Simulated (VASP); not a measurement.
# Re (P6_3/mmc) in VASP: further runs

Runs on Re. Level: LDA. Tasks: electric field gradients.

All numbers are computed with VASP 6.6.1; they aren't measurements. Logs are shortened: lines on timing, memory, paths and dates and some standing lists are left out, and cuts for length are marked.

## 1. The cell of the first run

The structure is hexagonal, space group P6_3/mmc (No. 194). The conventional cell has a = 2.550 Å, b = 2.550 Å, c = 4.077 Å, α = 90.00°, β = 90.00°, γ = 120.00°. Re (site symmetry -6m2) has 12 Re at 2.51 to 2.55 Å within 3.3 Å.

## 2. Electric field gradients, LDA (11.48 Å³/atom)

The input, INCAR:

```
ALGO     = Normal         # electronic algorithm
EDIFF    = 1E-8           # SCF threshold, eV
ENCUT    = 520            # plane-wave cutoff, eV
ISIF     = 2              # what is computed and relaxed
ISMEAR   = -1             # smearing method
LASPH    = T              # aspherical terms in the spheres
LCHARG   = F              # write CHGCAR
LEFG     = T            
LREAL    = F              # projectors in reciprocal space
LWAVE    = F              # write WAVECAR
NBANDS   = 14             # bands
NELM     = 60             # most SCF steps
PREC     = Accurate       # precision mode
SIGMA    = 0.05           # smearing width, eV
```

The input, KPOINTS:

```
k-points
0
Gamma
  14 14 8
```

The input, POSCAR:

```
Re
1.0
    2.5497657329      0.0000000000      0.0000000000
   -1.2748828664      2.2081618983      0.0000000000
    0.0000000000      0.0000000000      4.0770373845
Re
2
Direct
    0.3333333333      0.6666666667      0.2500000000
    0.6666666667      0.3333333333      0.7500000000
```

Potentials or basis: VASP PAW LDA potentials, release 64 (Re).

Launch:

```bash
$ cat potpaw_LDA.64/Re/POTCAR > POTCAR
$ mpirun -np 1 vasp_std > vasp.out
```

OUTCAR:

```text
EDIFF = 1E-8
   ENCUT = 520
   ISIF = 2
   ISMEAR = -1
   LASPH = T
   LREAL = F
   NELM = 60
   PREC = Accurate

 ion  position               nearest neighbor table
   1  0.333  0.667  0.250-   2 2.51   2 2.51   2 2.51   2 2.51   2 2.51   2 2.51
   2  0.667  0.333  0.750-   1 2.51   1 2.51   1 2.51   1 2.51   1 2.51   1 2.51

  LATTYP: Found a hexagonal cell.
 ALAT       =     2.5497657329
 C/A-ratio  =     1.5989850879

  Lattice vectors:

 A1 = (   2.5497657329,   0.0000000000,   0.0000000000)
 A2 = (  -1.2748828664,   2.2081618983,   0.0000000000)
 A3 = (   0.0000000000,   0.0000000000,   4.0770373845)

Analysis of symmetry for initial positions (statically):
=====================================================================
 Subroutine PRICEL returns:
 Original cell was already a primitive cell.

 Routine SETGRP: Setting up the symmetry group for a
 hexagonal supercell.

 Subroutine GETGRP returns: Found 24 space group operations
 (whereof 12 operations were pure point group operations)
 out of a pool of 24 trial point group operations.

The static configuration has the point symmetry D_3d.
 The point group associated with its full space group is D_6h.

Analysis of symmetry for dynamics (positions and initial velocities):
=====================================================================
 Subroutine PRICEL returns:
 Original cell was already a primitive cell.

 Routine SETGRP: Setting up the symmetry group for a
 hexagonal supercell.

 Subroutine GETGRP returns: Found 24 space group operations
 (whereof 12 operations were pure point group operations)
 out of a pool of 24 trial point group operations.

The dynamic configuration has the point symmetry D_3d.
 The point group associated with its full space group is D_6h.

 Subroutine INISYM returns: Found 24 space group operations
 (whereof 12 operations are pure point group operations),
 and found     1 'primitive' translations

----------------------------------------------------------------------------------------

                                     Primitive cell

  volume of cell :      22.9549

  direct lattice vectors                    reciprocal lattice vectors
     2.549765733  0.000000000  0.000000000     0.392192893  0.226432673  0.000000000
    -1.274882866  2.208161898  0.000000000     0.000000000  0.452865345  0.000000000
     0.000000000  0.000000000  4.077037384     0.000000000  0.000000000  0.245276142

  length of vectors
     2.549765733  2.549765733  4.077037384     0.452865345  0.452865345  0.245276142

  position of ions in fractional coordinates (direct lattice)
     0.333333333  0.666666667  0.250000000
     0.666666667  0.333333333  0.750000000

  ion indices of the primitive-cell ions
   primitive index   ion index
                 1           1
                 2           2

----------------------------------------------------------------------------------------

 KPOINTS: k-points

Automatic generation of k-mesh.
 Grid dimensions read from file:
 generate k-points for:   14   14    8

 Generating k-lattice:

  Cartesian coordinates                     Fractional coordinates (reciprocal lattice)
     0.028013778  0.016173762  0.000000000     0.071428571 -0.000000000  0.000000000
     0.000000000  0.032347525  0.000000000     0.000000000  0.071428571  0.000000000
     0.000000000  0.000000000  0.030659518     0.000000000  0.000000000  0.125000000

  Length of vectors
     0.032347525  0.032347525  0.030659518

  Shift w.r.t. Gamma in fractional coordinates (k-lattice)
     0.000000000  0.000000000  0.000000000

 Subroutine IBZKPT returns following result:
 ===========================================

[... 35 lines left out ...]
   NGX,Y,Z   is equivalent  to a cutoff of  13.04, 13.04, 12.23 a.u.
   NGXF,Y,Z  is equivalent  to a cutoff of  26.08, 26.08, 24.47 a.u.
 SYSTEM =  unknown system
   PREC   = accura    normal or accurate (medium, high low for compatibility)
   ISTART =      0    job   : 0-new  1-cont  2-samecut
   ICHARG =      2    charge: 1-file 2-atom 10-const
   ISPIN  =      1    spin polarized calculation?
   LNONCOLLINEAR =      F non collinear calculations
   LSORBIT =      F    spin-orbit coupling
   LASPH  =      T    aspherical Exc in radial PAW
   ENCUT  =  520.0 eV  38.22 Ry    6.18 a.u.   4.74  4.74  7.58*2*pi/ulx,y,z
   NELM   =     60;   NELMIN=  2; NELMDL= -5     # of ELM steps
   EDIFF  = 0.1E-07   stopping-criterion for ELM
   LREAL  =      F    real-space projection
   EDIFFG = 0.1E-06   stopping-criterion for IOM
   NSW    =      0    number of steps for IOM
   IBRION =     -1    ionic relax: 0-MD 1-quasi-New 2-CG
   NFREE  =      0    steps in history (QN), initial steepest desc. (CG)
   ISIF   =      2    stress and relaxation
   ISYM   =      2    0-nonsym 1-usesym 2-fastsym
   POTIM  = 0.5000    time-step for ionic-motion
   TEBEG  =    0.0;   TEEND  =   0.0 temperature during run
   PSTRESS=    0.0 pullay stress
   NELECT =      14.0000    total number of electrons
   NUPDOWN=      -1.0000    fix difference up-down
   EMIN   =  10.00;   EMAX   =-10.00  energy-range for DOS
   EFERMI =   0.00;   METHOD = LEGACY
   ISMEAR =    -1;   SIGMA  =   0.05  broadening in eV -4-tet -1-fermi 0-gaus
   EFERMI_NEDOS =   21; number of points for ismear=-14 and -15
   IALGO  =     38    algorithm
   IMIX   =      4    mixing-type and parameters
     AMIX     =   0.40;   BMIX     =  1.00
     AMIX_MAG =   1.60;   BMIX_MAG =  1.00
  volume/ion in A,a.u.               =      11.48        77.45
  Fermi-wavevector in a.u.,A,eV,Ry     =   1.388328  2.623560 26.224628  1.927456
  Thomas-Fermi vector in A             =   2.512465
   LORBIT       =      0    0 simple, 1 ext, 2 COOP (PROOUT), +10 PAW based schemes
   GGA     = CA    functional components
   LHFCALC =     F    Hartree Fock is set to
   AEXX    =    0.0000 exact exchange contribution
   IVDW    =     0    specifies the selected vdW correction
   LEPSILON=     F    determine dielectric tensor
   LRPA    =     F    only Hartree local field effects (RPA)
 non-spin polarized calculation
  energy-cutoff  :      520.00
  volume of cell :       22.95
 maximum number of plane-waves:       640
 NGX is ok and might be reduce to    20
   NGX =  9   NGY =  9   NGZ = 15

 number of electron      14.0000001 magnetization

 Free energy of the ion-electron system (eV)
  ---------------------------------------------------
  ext. energy  EPLUGINS =         0.00000000
  ---------------------------------------------------
  free energy    TOTEN  =       -25.26593514 eV

  energy without entropy =      -25.25430996  energy(sigma->0) =      -25.26012255

 E-fermi :  11.3528     XC(G=0): -15.2154

 val. band max:       11.3392506891   @ k =   0.3571   0.2857   0.5000
 cond. band min:      11.3719438640   @ k =   0.1429   0.0714   0.0000
 fundamental gap:      0.0326931748
 Fermi energy:        11.3528133960

 k-point     1 :       0.0000    0.0000    0.0000
  band No.  band energies     occupation
      1      -0.1107      2.00000
      2       2.6427      2.00000
      3       8.8492      2.00000
      4       8.8492      2.00000
      5       9.0816      2.00000
      6      10.1353      2.00000
      7      10.1353      2.00000
      8      11.3036      1.45581
      9      11.3036      1.45581
     10      13.1708      0.00000
     11      15.8970      0.00000
     12      15.8970      0.00000
     13      24.9041      0.00000
     14      25.6422      0.00000
[... 377 lines left out ...]
      1       3.7451      2.00000
      2       5.9950      2.00000
      3       6.1250      2.00000
      4       7.2668      2.00000
      5       8.2809      2.00000
      6       8.7797      2.00000
      7      11.3179      1.33523
      8      15.3043      0.00000
      9      16.0308      0.00000
     10      16.4352      0.00000
     11      20.0960      0.00000
     12      20.2634      0.00000
     13      22.4064      0.00000
     14      29.7825      0.00000

 [... further k-points ...]

------------------------ aborting loop because EDIFF is reached ----------------------------------------

  FORCE on cell =-STRESS in cart. coord.  units (eV):
  Direction    XX          YY          ZZ          XY          YZ          ZX
  --------------------------------------------------------------------------------------
  -------------------------------------------------------------------------------------
  Total       21.3934233     21.3934233     22.4789803      0.0000000      0.0000000      0.0000000
  in kB     1493.1896870   1493.1896869   1568.9579447      0.0000000      0.0000000      0.0000000
  external PRESSURE =    1518.4457729 kB  Pullay stress =       0.0000000 kB

 VOLUME and BASIS-vectors are now :
 -----------------------------------------------------------------------------
  energy-cutoff  :      520.00
  volume of cell :       22.95
      direct lattice vectors                 reciprocal lattice vectors
     2.549765733  0.000000000  0.000000000     0.392192893  0.226432673  0.000000000
    -1.274882866  2.208161898  0.000000000     0.000000000  0.452865345  0.000000000
     0.000000000  0.000000000  4.077037384     0.000000000  0.000000000  0.245276142

 POSITION                                       TOTAL-FORCE (eV/Angst)
 -----------------------------------------------------------------------------------
     -0.00000      1.47211      1.01926        -0.000000      0.000000      0.000000
      1.27488      0.73605      3.05778         0.000000     -0.000000      0.000000
 -----------------------------------------------------------------------------------
    total drift:                                0.000000     -0.000000     -0.000000

  FREE ENERGIE OF THE ION-ELECTRON SYSTEM (eV)
  ---------------------------------------------------
  free  energy   TOTEN  =       -25.2659351369 eV

  energy  without entropy=      -25.2543099634  energy(sigma->0) =      -25.26012255

 Electric field gradients (V/A^2)
---------------------------------------------------------------------
 ion       V_xx      V_yy      V_zz      V_xy      V_xz      V_yz
---------------------------------------------------------------------
   1      52.409    52.409  -104.818    -0.000     0.000    -0.000
   2      52.409    52.409  -104.818    -0.000    -0.000     0.000
---------------------------------------------------------------------

 Electric field gradients after diagonalization (V/A^2)
 (convention: |V_zz| > |V_xx| > |V_yy|)
----------------------------------------------------------------------
 ion       V_xx      V_yy      V_zz     asymmetry (V_yy - V_xx)/ V_zz
----------------------------------------------------------------------
   1      52.409    52.409  -104.818       0.000
   2      52.409    52.409  -104.818       0.000
----------------------------------------------------------------------

           NMR quadrupolar parameters

 Cq : quadrupolar parameter    Cq=e*Q*V_zz/h
 eta: asymmetry parameters     (V_yy - V_xx)/ V_zz
 Q  : nuclear electric quadrupole moment in mb (millibarn)
----------------------------------------------------------------------
 ion       Cq(MHz)       eta       Q (mb)
----------------------------------------------------------------------
   1      -0.253       0.000       1.000
   2      -0.253       0.000       1.000
----------------------------------------------------------------------
```

Wall time 24 s (1 thread of AMD EPYC 7R13 (Zen 3), shared host); peak memory 0.12 GiB.

Results:

```
Free energy                             : -25.2659 eV
Pressure                                : 151.8 GPa
Band gap on the k mesh                  : zero (bands 7 and 8 overlap by 4.91 eV)
Largest electric field gradient by atom : Re -104.8 V/Å²
```

Electric field gradients, principal values (V/Å²):
| atom | least | middle | greatest (by size) |
| --- | --- | --- | --- |
| 1 Re | 52.409 | 52.409 | -104.818 |
| 2 Re | 52.409 | 52.409 | -104.818 |

Caveat: the cell stands under pressure; without QUAD_EFG the Cq values of the log hold for a quadrupole moment of 1 mb, not for the nuclei; spin-orbit coupling is left out, which moves the levels of the heavy elements.

(Continued in part 2 of 2.)
